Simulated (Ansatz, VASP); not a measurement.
## One calculation of Zr, two programs

File POSCAR:

```
Zr
1.0
    3.2445832200      0.0000000000      0.0000000000
   -1.6222916100      2.8098914932      0.0000000000
    0.0000000000      0.0000000000      5.1573641137
Zr
2
Direct
    0.3333333333      0.6666666667      0.2500000000
    0.6666666667      0.3333333333      0.7500000000
```

Contents of INCAR.step1:

```
SYSTEM = Zr
PREC = Accurate ; ENCUT = 520
ISMEAR = -1 ; SIGMA = 0.01
LREAL = .False. ; LASPH = .True.
NELM = 80 ; NBANDS = 19
GGA = PE ; ALGO = Normal
EDIFF = 1E-4 ; LWAVE = .True.
LCHARG = .False.
```

The input INCAR.step2:

```
SYSTEM = Zr
PREC = Accurate ; ENCUT = 520
EDIFF = 1E-6 ; ISMEAR = -1
SIGMA = 0.01 ; LREAL = .False.
LASPH = .True. ; NELM = 80
ALGO = Normal ; ISIF = 2
LWAVE = .False. ; LCHARG = .False.
METAGGA = R2SCAN ; LMIXTAU = .True.
NBANDS = 19 ; ISTART = 1
```

File KPOINTS:

```
Automatic mesh
0
Gamma
  11 11 6
  0 0 0
```

Input for Ansatz:

```yaml
crystal:
  lattice:
    - [3.24458322, 0.0, 0.0]
    - [-1.62229161, 2.8098914932, 0.0]
    - [0.0, 0.0, 5.1573641137]
  atoms:
    - { symbol: Zr, position: [0.3333333333, 0.6666666667, 0.25] }
    - { symbol: Zr, position: [0.6666666667, 0.3333333333, 0.75] }
hamiltonian:
  xc: r2scan
  pseudopotentials:
    kind: paw
    azcp:
      Zr: "pseudopotentials/Zr.paw.azcp"
basis:
  ecutwfc: 500
  fft_grid_basis: typed
kpoints:
  mp_grid: { grid: [11, 11, 6], shift: [0, 0, 0] }
magnetization:
  spin_polarized: false
scf:
  occupations: { method: fermi_dirac, width: 0.01 }
  lower_state_search: "off"
output:
  stress: true
```

Alike in both runs: task single point; functional r2SCAN; k mesh 11 × 11 × 6; occupations fermi-dirac, width 0.01 eV; no spin polarisation.

```csv
,VASP,Ansatz
version,VASP 6.6.1,Ansatz 0.2.0
potentials or method,"VASP PAW PBE potentials, release 64 (Zr_sv), cutoff 520 eV","plane waves (500 eV) with PAW, scalar-relativistic"
valence electrons in the cell,24,24
```

VASP gave:

* pressure (GPa): -0.2
* traceless stress, the component that is largest in VASP (GPa): -0.17

Problem. Estimate Ansatz's values.

Solution. Pressure (GPa): -0.2; traceless stress, the component that is largest in VASP (GPa): -0.16.

VASP's potentials were made for PBE, not for r2SCAN.
